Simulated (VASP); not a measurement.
# BAs (F-43m) in VASP: settings compared

BAs is run at these levels: PBEsol, PBEsol+D4, r2SCAN; tasks: single point.

Program: VASP 6.6.1. These are calculated values, not measurements. Logs are shortened: lines on timing, memory, paths and dates and some standing lists are left out, and cuts for length are marked.

### Step 1. The cell of the first run

It takes space group F-43m (No. 216, cubic). The conventional cell has a = 4.784 Å, b = 4.784 Å, c = 4.784 Å, α = 90.00°, β = 90.00°, γ = 90.00°. Within 2.7 Å of B (site symmetry -43m) lie 4 As at 2.07 Å. Within 2.7 Å of As (site symmetry -43m) lie 4 B at 2.07 Å.

### Step 2. Single point, PBEsol

The input, INCAR:

```
PREC = Accurate
ENCUT = 500
EDIFF = 1E-6
ISMEAR = 0
SIGMA = 0.01
LREAL = F
LASPH = T
NELM = 120
ALGO = Normal
ISIF = 2
LWAVE = F
LCHARG = F
GGA = PS
NBANDS = 11
GGA_COMPAT = F
```

The input, KPOINTS:

```
Automatic mesh
0
Gamma
  6 6 6
```

The input, POSCAR:

```
BAs
1.0
    0.0000000000      2.3918698977      2.3918698977
    2.3918698977      0.0000000000      2.3918698977
    2.3918698977      2.3918698977      0.0000000000
B As
1 1
Direct
    0.0000000000      0.0000000000      0.0000000000
    0.2500000000      0.2500000000      0.2500000000
```

Potentials or basis: VASP PAW PBE potentials, release 64 (B, As).

Started as:

```console
$ cat potpaw_PBE.64/B/POTCAR potpaw_PBE.64/As/POTCAR > POTCAR
$ mpirun -np 1 vasp_std > vasp.out
```

OUTCAR:

```text
PREC = Accurate
   ENCUT = 500
   EDIFF = 1E-6
   ISMEAR = 0
   LREAL = F
   LASPH = T
   NELM = 120
   ISIF = 2
   GGA = PS

 ion  position               nearest neighbor table
   1  0.000  0.000  0.000-   2 2.07   2 2.07   2 2.07   2 2.07
   2  0.250  0.250  0.250-   1 2.07   1 2.07   1 2.07   1 2.07

  LATTYP: Found a face centered cubic cell.
 ALAT       =     4.7837397954

  Lattice vectors:

 A1 = (   0.0000000000,   2.3918698977,   2.3918698977)
 A2 = (   2.3918698977,   0.0000000000,   2.3918698977)
 A3 = (   2.3918698977,   2.3918698977,   0.0000000000)

Analysis of symmetry for initial positions (statically):
=====================================================================
 Subroutine PRICEL returns:
 Original cell was already a primitive cell.

 Routine SETGRP: Setting up the symmetry group for a
 face centered cubic supercell.

 Subroutine GETGRP returns: Found 24 space group operations
 (whereof 24 operations were pure point group operations)
 out of a pool of 48 trial point group operations.

The static configuration has the point symmetry T_d .

Analysis of symmetry for dynamics (positions and initial velocities):
=====================================================================
 Subroutine PRICEL returns:
 Original cell was already a primitive cell.

 Routine SETGRP: Setting up the symmetry group for a
 face centered cubic supercell.

 Subroutine GETGRP returns: Found 24 space group operations
 (whereof 24 operations were pure point group operations)
 out of a pool of 48 trial point group operations.

The dynamic configuration has the point symmetry T_d .

 Subroutine INISYM returns: Found 24 space group operations
 (whereof 24 operations are pure point group operations),
 and found     1 'primitive' translations

----------------------------------------------------------------------------------------

                                     Primitive cell

  volume of cell :      27.3680

  direct lattice vectors                    reciprocal lattice vectors
     0.000000000  2.391869898  2.391869898    -0.209041470  0.209041470  0.209041470
     2.391869898  0.000000000  2.391869898     0.209041470 -0.209041470  0.209041470
     2.391869898  2.391869898  0.000000000     0.209041470  0.209041470 -0.209041470

  length of vectors
     3.382614849  3.382614849  3.382614849     0.362070447  0.362070447  0.362070447

  position of ions in fractional coordinates (direct lattice)
     0.000000000  0.000000000  0.000000000
     0.250000000  0.250000000  0.250000000

  ion indices of the primitive-cell ions
   primitive index   ion index
                 1           1
                 2           2
[... 74 lines left out ...]
   NELECT =       8.0000    total number of electrons
   NUPDOWN=      -1.0000    fix difference up-down
   EMIN   =  10.00;   EMAX   =-10.00  energy-range for DOS
   EFERMI =   0.00;   METHOD = LEGACY
   ISMEAR =     0;   SIGMA  =   0.01  broadening in eV -4-tet -1-fermi 0-gaus
   EFERMI_NEDOS =   21; number of points for ismear=-14 and -15
   IALGO  =     38    algorithm
   IMIX   =      4    mixing-type and parameters
     AMIX     =   0.40;   BMIX     =  1.00
     AMIX_MAG =   1.60;   BMIX_MAG =  1.00
  volume/ion in A,a.u.               =      13.68        92.34
  Fermi-wavevector in a.u.,A,eV,Ry     =   1.086486  2.053160 16.061008  1.180451
  Thomas-Fermi vector in A             =   2.222623
   LORBIT       =      0    0 simple, 1 ext, 2 COOP (PROOUT), +10 PAW based schemes
   GGA     = PS    functional components
   LHFCALC =     F    Hartree Fock is set to
   AEXX    =    0.0000 exact exchange contribution
   IVDW    =     0    specifies the selected vdW correction
   LEPSILON=     F    determine dielectric tensor
   LRPA    =     F    only Hartree local field effects (RPA)
 non-spin polarized calculation
 Gauss-broadening in eV      SIGMA  =   0.01
  energy-cutoff  :      500.00
  volume of cell :       27.37
 maximum number of plane-waves:       725
 NGX is ok and might be reduce to    28
   NGX = 13   NGY = 13   NGZ = 13

 number of electron       8.0000000 magnetization

 Free energy of the ion-electron system (eV)
  ---------------------------------------------------
  ext. energy  EPLUGINS =         0.00000000
  ---------------------------------------------------
  free energy    TOTEN  =       -12.18382228 eV

  energy without entropy =      -12.18382228  energy(sigma->0) =      -12.18382228

 E-fermi :   6.0896     XC(G=0): -10.7104

 val. band max:        6.0038727313   @ k =   0.0000   0.0000   0.0000
 cond. band min:       7.1872541069   @ k =   0.3333   0.3333   0.0000
 fundamental gap:      1.1833813756
 Fermi energy:         6.0895627930

 k-point     1 :       0.0000    0.0000    0.0000
  band No.  band energies     occupation
      1      -9.3967      2.00000
      2       6.0039      2.00000
      3       6.0039      2.00000
      4       6.0039      2.00000
      5       9.2357      0.00000
      6       9.2357      0.00000
      7       9.2357      0.00000
      8      10.6321      0.00000
      9      15.3268      0.00000
     10      18.9130      0.00000
     11      18.9130      0.00000
[... 197 lines left out ...]
 k-point    16 :      -0.3333    0.5000    0.1667
  band No.  band energies     occupation
      1      -5.1035      2.00000
      2      -2.1757      2.00000
      3       0.8211      2.00000
      4       1.0151      2.00000
      5       9.6980      0.00000
      6       9.8898      0.00000
      7      14.5871      0.00000
      8      14.7944      0.00000
      9      18.2242      0.00000
     10      21.5342      0.00000
     11      21.7268      0.00000

------------------------ aborting loop because EDIFF is reached ----------------------------------------

  FORCE on cell =-STRESS in cart. coord.  units (eV):
  Direction    XX          YY          ZZ          XY          YZ          ZX
  --------------------------------------------------------------------------------------
  -------------------------------------------------------------------------------------
  Total       -0.0844045     -0.0844045     -0.0844045     -0.0000000      0.0000000      0.0000000
  in kB       -4.9412112     -4.9412112     -4.9412112     -0.0000000      0.0000000      0.0000000
  external PRESSURE =      -4.9412112 kB  Pullay stress =       0.0000000 kB

 VOLUME and BASIS-vectors are now :
 -----------------------------------------------------------------------------
  energy-cutoff  :      500.00
  volume of cell :       27.37
      direct lattice vectors                 reciprocal lattice vectors
     0.000000000  2.391869898  2.391869898    -0.209041470  0.209041470  0.209041470
     2.391869898  0.000000000  2.391869898     0.209041470 -0.209041470  0.209041470
     2.391869898  2.391869898  0.000000000     0.209041470  0.209041470 -0.209041470

 POSITION                                       TOTAL-FORCE (eV/Angst)
 -----------------------------------------------------------------------------------
      0.00000      0.00000      0.00000        -0.000000     -0.000000     -0.000000
      1.19593      1.19593      1.19593         0.000000      0.000000      0.000000
 -----------------------------------------------------------------------------------
    total drift:                               -0.000000     -0.000000     -0.000000

  FREE ENERGIE OF THE ION-ELECTRON SYSTEM (eV)
  ---------------------------------------------------
  free  energy   TOTEN  =       -12.1838222756 eV

  energy  without entropy=      -12.1838222756  energy(sigma->0) =      -12.18382228
```

It used 17 s of CPU time on 1 thread of AMD EPYC 7R13 Processor (Zen 3), with other jobs on the host.

Results:

```
Free energy            : -12.1838 eV
Pressure               : -0.5 GPa
Band gap on the k mesh : 1.18 eV, indirect (least direct gap 3.23 eV)
```

Levels at points of the mesh, in eV from the valence-band top:
```tsv
k point	band 2	band 3	band 4	band 5	band 6	band 7
(0.00, 0.00, 0.00)	0.00	0.00	0.00	3.23	3.23	3.23
(0.50, 0.00, 0.00)	-8.80	-1.82	-1.82	2.63	4.72	4.72
(0.50, 0.50, 0.00)	-8.51	-4.09	-4.09	1.31	1.34	11.30
```

Caveat: the PAW data sets were made with another functional, which shifts forces and pressure a little. A k mesh can miss the band edges.

(Continued in part 2 of 3.)
